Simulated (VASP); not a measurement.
# Mg9S7 (a cell with a defect) in VASP: further runs

Runs on Mg9S7 (a cell with a defect). Level: PBE. Tasks: single point, relaxation of the atoms.

All numbers are computed with VASP 6.6.1; they aren't measurements. Logs are shortened: lines on timing, memory, paths and dates and some standing lists are left out, and cuts for length are marked.

## (1) The cell of the first run

The cell holds a defect, 16 atoms: a = 7.359 Å, b = 7.359 Å, c = 7.359 Å, α = 60.00°, β = 60.00°, γ = 60.00°.

## (2) Single point, PBE

File INCAR:

```
SYSTEM = Mg9S7
  ALGO = Normal
  EDIFF = 1E-6
  ENCUT = 520
  GGA = PE
  GGA_COMPAT = .False.
  ISIF = 2
  ISMEAR = -1
  LASPH = .True.
  LCHARG = .True.
  LELF = .True.
  LREAL = .False.
  LVHAR = .True.
  LWAVE = .False.
  NBANDS = 44
  NELECT = 58.0
  NELM = 120
  PREC = Accurate
  SIGMA = 0.05
```

File KPOINTS:

```
k-points
0
Gamma
  2 2 2
  0 0 0
```

File POSCAR:

```
Mg9S7
1.0
    0.0000000000      5.2033000000      5.2033000000
    5.2033000000      0.0000000000      5.2033000000
    5.2033000000      5.2033000000      0.0000000000
Mg S
9 7
Direct
    0.0000000000      0.0000000000      0.0000000000
    0.2500000000      0.2500000000      0.2500000000
   -0.0198219167     -0.0198219167      0.5198219167
   -0.0198219167      0.5198219167     -0.0198219167
   -0.0198219167      0.5198219167      0.5198219167
    0.5198219167     -0.0198219167     -0.0198219167
    0.5198219167     -0.0198219167      0.5198219167
    0.5198219167      0.5198219167     -0.0198219167
    0.5000000000      0.5000000000      0.5000000000
    0.2500000000      0.2500000000      0.7500000000
    0.2500000000      0.7500000000      0.2500000000
    0.2500000000      0.7500000000      0.7500000000
    0.7500000000      0.2500000000      0.2500000000
    0.7500000000      0.2500000000      0.7500000000
    0.7500000000      0.7500000000      0.2500000000
    0.7500000000      0.7500000000      0.7500000000
```

Potentials or basis: VASP PAW PBE potentials, release 64 (Mg, S).

On the command line:

```bash
cat potpaw_PBE.64/Mg/POTCAR potpaw_PBE.64/S/POTCAR > POTCAR
mpirun -np 1 vasp_std > vasp.out
```

OUTCAR:

```text
SYSTEM = Mg9S7
   EDIFF = 1E-6
   ENCUT = 520
   GGA = PE
   ISIF = 2
   ISMEAR = -1
   LASPH = .True.
   LREAL = .False.
   NELECT = 58.0
   NELM = 120
   PREC = Accurate

 ion  position               nearest neighbor table
   1  0.000  0.000  0.000-  10 2.60  11 2.60  12 2.60  13 2.60  14 2.60  15 2.60
   2  0.250  0.250  0.250-   3 2.81   4 2.81   5 2.81   6 2.81   7 2.81   8 2.81
   3  0.980  0.980  0.520-  16 2.40  12 2.61  13 2.61  14 2.61  11 2.61   2 2.81   5 3.39   6 3.39
                             7 3.39   4 3.39
   4  0.980  0.520  0.980-  16 2.40  12 2.61  13 2.61  15 2.61  10 2.61   2 2.81   5 3.39   6 3.39
                             8 3.39   3 3.39
   5  0.980  0.520  0.520-  16 2.40  11 2.61  14 2.61  15 2.61  10 2.61   2 2.81   4 3.39   7 3.39
                             8 3.39   3 3.39
   6  0.520  0.980  0.980-  16 2.40  11 2.61  14 2.61  15 2.61  10 2.61   2 2.81   4 3.39   7 3.39
                             8 3.39   3 3.39
   7  0.520  0.980  0.520-  16 2.40  12 2.61  13 2.61  15 2.61  10 2.61   2 2.81   5 3.39   6 3.39
                             8 3.39   3 3.39
   8  0.520  0.520  0.980-  16 2.40  12 2.61  13 2.61  14 2.61  11 2.61   2 2.81   5 3.39   6 3.39
                             7 3.39   4 3.39
   9  0.500  0.500  0.500-  10 2.60  11 2.60  12 2.60  13 2.60  14 2.60  15 2.60
  10  0.250  0.250  0.750-   1 2.60   9 2.60   5 2.61   6 2.61   7 2.61   4 2.61
  11  0.250  0.750  0.250-   1 2.60   9 2.60   5 2.61   6 2.61   8 2.61   3 2.61
  12  0.250  0.750  0.750-   1 2.60   9 2.60   4 2.61   7 2.61   8 2.61   3 2.61
  13  0.750  0.250  0.250-   1 2.60   9 2.60   4 2.61   7 2.61   8 2.61   3 2.61
  14  0.750  0.250  0.750-   1 2.60   9 2.60   5 2.61   6 2.61   8 2.61   3 2.61
  15  0.750  0.750  0.250-   1 2.60   9 2.60   5 2.61   6 2.61   7 2.61   4 2.61
  16  0.750  0.750  0.750-   3 2.40   4 2.40   5 2.40   6 2.40   7 2.40   8 2.40

  LATTYP: Found a face centered cubic cell.
 ALAT       =    10.4066000000

  Lattice vectors:

 A1 = (   0.0000000000,   5.2033000000,   5.2033000000)
 A2 = (   5.2033000000,   0.0000000000,   5.2033000000)
 A3 = (   5.2033000000,   5.2033000000,   0.0000000000)

Analysis of symmetry for initial positions (statically):
=====================================================================
 Subroutine PRICEL returns:
 Original cell was already a primitive cell.

 Routine SETGRP: Setting up the symmetry group for a
 face centered cubic supercell.

 Subroutine GETGRP returns: Found 48 space group operations
 (whereof 24 operations were pure point group operations)
 out of a pool of 48 trial point group operations.

The static configuration has the point symmetry T_d .
 The point group associated with its full space group is O_h .

Analysis of symmetry for dynamics (positions and initial velocities):
=====================================================================
 Subroutine PRICEL returns:
 Original cell was already a primitive cell.

 Routine SETGRP: Setting up the symmetry group for a
 face centered cubic supercell.

 Subroutine GETGRP returns: Found 48 space group operations
 (whereof 24 operations were pure point group operations)
 out of a pool of 48 trial point group operations.

The dynamic configuration has the point symmetry T_d .
 The point group associated with its full space group is O_h .

 Subroutine INISYM returns: Found 48 space group operations
 (whereof 24 operations are pure point group operations),
 and found     1 'primitive' translations

----------------------------------------------------------------------------------------

                                     Primitive cell

  volume of cell :     281.7517

  direct lattice vectors                    reciprocal lattice vectors
     0.000000000  5.203300000  5.203300000    -0.096092864  0.096092864  0.096092864
     5.203300000  0.000000000  5.203300000     0.096092864 -0.096092864  0.096092864
     5.203300000  5.203300000  0.000000000     0.096092864  0.096092864 -0.096092864

  length of vectors
     7.358577429  7.358577429  7.358577429     0.166437723  0.166437723  0.166437723

  position of ions in fractional coordinates (direct lattice)
     0.000000000  0.000000000  0.000000000
     0.250000000  0.250000000  0.250000000
     0.980178083  0.980178083  0.519821917
     0.980178083  0.519821917  0.980178083
     0.980178083  0.519821917  0.519821917
     0.519821917  0.980178083  0.980178083
[... 8 lines left out ...]
     0.750000000  0.750000000  0.250000000
     0.750000000  0.750000000  0.750000000

  ion indices of the primitive-cell ions
   primitive index   ion index
                 1           1
                 2           2
                 3           3
                 4           4
                 5           5
                 6           6
[... 8 lines left out ...]
                15          15
                16          16

----------------------------------------------------------------------------------------

 KPOINTS: k-points

Automatic generation of k-mesh.
 Grid dimensions read from file:
 generate k-points for:    2    2    2

 Generating k-lattice:

  Cartesian coordinates                     Fractional coordinates (reciprocal lattice)
    -0.048046432  0.048046432  0.048046432     0.500000000  0.000000000  0.000000000
     0.048046432 -0.048046432  0.048046432     0.000000000  0.500000000  0.000000000
     0.048046432  0.048046432 -0.048046432     0.000000000  0.000000000  0.500000000

  Length of vectors
     0.083218861  0.083218861  0.083218861

  Shift w.r.t. Gamma in fractional coordinates (k-lattice)
     0.000000000  0.000000000  0.000000000

 Subroutine IBZKPT returns following result:
 ===========================================

 Found      3 irreducible k-points:

 Following reciprocal coordinates:
            Coordinates               Weight
  0.000000  0.000000  0.000000      1.000000
  0.500000  0.000000  0.000000      4.000000
  0.500000  0.500000  0.000000      3.000000
   k-points           NKPTS =      3   k-points in BZ     NKDIM =      3   number of bands    NBANDS=     44
   number of dos      NEDOS =    301   number of ions     NIONS =     16
   total plane-waves  NPLWV = 175616
   dimension x,y,z NGX =    56 NGY =   56 NGZ =   56
   dimension x,y,z NGXF=   112 NGYF=  112 NGZF=  112
   ions per type =               9   7
   NGX,Y,Z   is equivalent  to a cutoff of  12.65, 12.65, 12.65 a.u.
   NGXF,Y,Z  is equivalent  to a cutoff of  25.30, 25.30, 25.30 a.u.
 SYSTEM =  Mg9S7
   PREC   = accura    normal or accurate (medium, high low for compatibility)
   ISTART =      0    job   : 0-new  1-cont  2-samecut
   ICHARG =      2    charge: 1-file 2-atom 10-const
   ISPIN  =      1    spin polarized calculation?
   LNONCOLLINEAR =      F non collinear calculations
   LSORBIT =      F    spin-orbit coupling
   LASPH  =      T    aspherical Exc in radial PAW
   ENCUT  =  520.0 eV  38.22 Ry    6.18 a.u.  13.68 13.68 13.68*2*pi/ulx,y,z
   NELM   =    120;   NELMIN=  2; NELMDL= -5     # of ELM steps
   EDIFF  = 0.1E-05   stopping-criterion for ELM
   LREAL  =      F    real-space projection
   EDIFFG = 0.1E-04   stopping-criterion for IOM
   NSW    =      0    number of steps for IOM
   IBRION =     -1    ionic relax: 0-MD 1-quasi-New 2-CG
   NFREE  =      0    steps in history (QN), initial steepest desc. (CG)
   ISIF   =      2    stress and relaxation
   ISYM   =      2    0-nonsym 1-usesym 2-fastsym
   POTIM  = 0.5000    time-step for ionic-motion
   TEBEG  =    0.0;   TEEND  =   0.0 temperature during run
   PSTRESS=    0.0 pullay stress
   NELECT =      58.0000    total number of electrons
   NUPDOWN=      -1.0000    fix difference up-down
   EMIN   =  10.00;   EMAX   =-10.00  energy-range for DOS
   EFERMI =   0.00;   METHOD = LEGACY
   ISMEAR =    -1;   SIGMA  =   0.05  broadening in eV -4-tet -1-fermi 0-gaus
   EFERMI_NEDOS =   21; number of points for ismear=-14 and -15
   IALGO  =     38    algorithm
   IMIX   =      4    mixing-type and parameters
     AMIX     =   0.40;   BMIX     =  1.00
     AMIX_MAG =   1.60;   BMIX_MAG =  1.00
  volume/ion in A,a.u.               =      17.61       118.83
  Fermi-wavevector in a.u.,A,eV,Ry     =   0.966634  1.826673 12.713023  0.934381
  Thomas-Fermi vector in A             =   2.096452
   LORBIT       =      0    0 simple, 1 ext, 2 COOP (PROOUT), +10 PAW based schemes
   GGA     = PE    functional components
   LHFCALC =     F    Hartree Fock is set to
   AEXX    =    0.0000 exact exchange contribution
   IVDW    =     0    specifies the selected vdW correction
   LEPSILON=     F    determine dielectric tensor
   LRPA    =     F    only Hartree local field effects (RPA)
 non-spin polarized calculation
  energy-cutoff  :      520.00
  volume of cell :      281.75
 maximum number of plane-waves:      7640
 NGX is ok and might be reduce to    56
   NGX = 27   NGY = 27   NGZ = 27

 number of electron      57.9999998 magnetization

 Free energy of the ion-electron system (eV)
  ---------------------------------------------------
  ext. energy  EPLUGINS =         0.00000000
  ---------------------------------------------------
  free energy    TOTEN  =       -69.36938484 eV

  energy without entropy =      -69.36908808  energy(sigma->0) =      -69.36923646

 E-fermi :   4.4762     XC(G=0):  -9.4934

 val. band max:        4.0912672865   @ k =   0.5000   0.5000   0.0000
 cond. band min:       4.8614879420   @ k =   0.5000   0.5000   0.0000
 fundamental gap:      0.7702206555
 Fermi energy:         4.4761676174

 k-point     1 :       0.0000    0.0000    0.0000
  band No.  band energies     occupation
      1      -9.2077      2.00000
      2      -8.1108      2.00000
      3      -7.5465      2.00000
      4      -7.5465      2.00000
      5      -7.5465      2.00000
      6      -7.1801      2.00000
[... 33 lines left out ...]
     40       8.5147      0.00000
     41       8.5147      0.00000

 k-point     2 :       0.5000    0.0000    0.0000
  band No.  band energies     occupation
      1      -9.0315      2.00000
      2      -8.1010      2.00000
      3      -7.8932      2.00000
      4      -7.3864      2.00000
      5      -7.3864      2.00000
      6      -7.3814      2.00000
[... 33 lines left out ...]
     40       9.9597      0.00000
     41      10.2973      0.00000

 k-point     3 :       0.5000    0.5000    0.0000
  band No.  band energies     occupation
      1      -8.9737      2.00000
      2      -8.1086      2.00000
      3      -7.6216      2.00000
      4      -7.6216      2.00000
      5      -7.6155      2.00000
      6      -7.5667      2.00000
[... 33 lines left out ...]
     40       9.5904      0.00000
     41       9.6103      0.00000
 [bands above 41 left out]

------------------------ aborting loop because EDIFF is reached ----------------------------------------

  FORCE on cell =-STRESS in cart. coord.  units (eV):
  Direction    XX          YY          ZZ          XY          YZ          ZX
  --------------------------------------------------------------------------------------
  -------------------------------------------------------------------------------------
  Total       -7.9258189     -7.9258189     -7.9258189      0.0000000      0.0000000      0.0000000
  in kB      -45.0700599    -45.0700599    -45.0700599      0.0000000      0.0000000      0.0000000
  external PRESSURE =     -45.0700599 kB  Pullay stress =       0.0000000 kB

 VOLUME and BASIS-vectors are now :
 -----------------------------------------------------------------------------
  energy-cutoff  :      520.00
  volume of cell :      281.75
      direct lattice vectors                 reciprocal lattice vectors
     0.000000000  5.203300000  5.203300000    -0.096092864  0.096092864  0.096092864
     5.203300000  0.000000000  5.203300000     0.096092864 -0.096092864  0.096092864
     5.203300000  5.203300000  0.000000000     0.096092864  0.096092864 -0.096092864

 POSITION                                       TOTAL-FORCE (eV/Angst)
 -----------------------------------------------------------------------------------
      0.00000      0.00000      0.00000         0.000000     -0.000000     -0.000000
      2.60165      2.60165      2.60165         0.000000      0.000000      0.000000
      7.80495      7.80495     10.20032         0.000000      0.000000     -0.008829
      7.80495     10.20032      7.80495         0.000000     -0.008829      0.000000
      5.40958      7.80495      7.80495         0.008829      0.000000      0.000000
     10.20032      7.80495      7.80495        -0.008829      0.000000      0.000000
[... 8 lines left out ...]
      5.20330      5.20330      7.80495         0.000000      0.000000     -0.000000
      7.80495      7.80495      7.80495         0.000000     -0.000000      0.000000
 -----------------------------------------------------------------------------------
    total drift:                               -0.000000     -0.000000     -0.000000

  FREE ENERGIE OF THE ION-ELECTRON SYSTEM (eV)
  ---------------------------------------------------
  free  energy   TOTEN  =       -69.3693848386 eV

  energy  without entropy=      -69.3690880753  energy(sigma->0) =      -69.36923646
```

It took 40 s on 1 thread of Intel Xeon 6975P-C (Granite Rapids), shared host; peak memory 0.41 GiB.

Results:

| Property | Result |
| --- | --- |
| Free energy | -69.3694 eV |
| Largest force | 0.009 eV/Å |

Forces in eV/Å, atoms in the order of the input:
```
Mg   0.000  0.000  0.000
Mg   0.000  0.000  0.000
Mg   0.000  0.000 -0.009
Mg   0.000 -0.009  0.000
Mg   0.009  0.000  0.000
Mg  -0.009  0.000  0.000
Mg   0.000  0.009  0.000
Mg   0.000  0.000  0.009
Mg   0.000  0.000  0.000
S    0.000  0.000  0.000
S    0.000  0.000  0.000
S    0.000  0.000  0.000
S    0.000  0.000  0.000
S    0.000  0.000  0.000
S    0.000  0.000  0.000
S    0.000  0.000  0.000
```

Caveat: the k points lie up to 0.52 Å⁻¹ apart; the cell carries a net charge on a neutralising background, which shifts energy and pressure; the cell is charged against a uniform background, so pressure and absolute levels hang on convention.

[end of part 1 of 2]
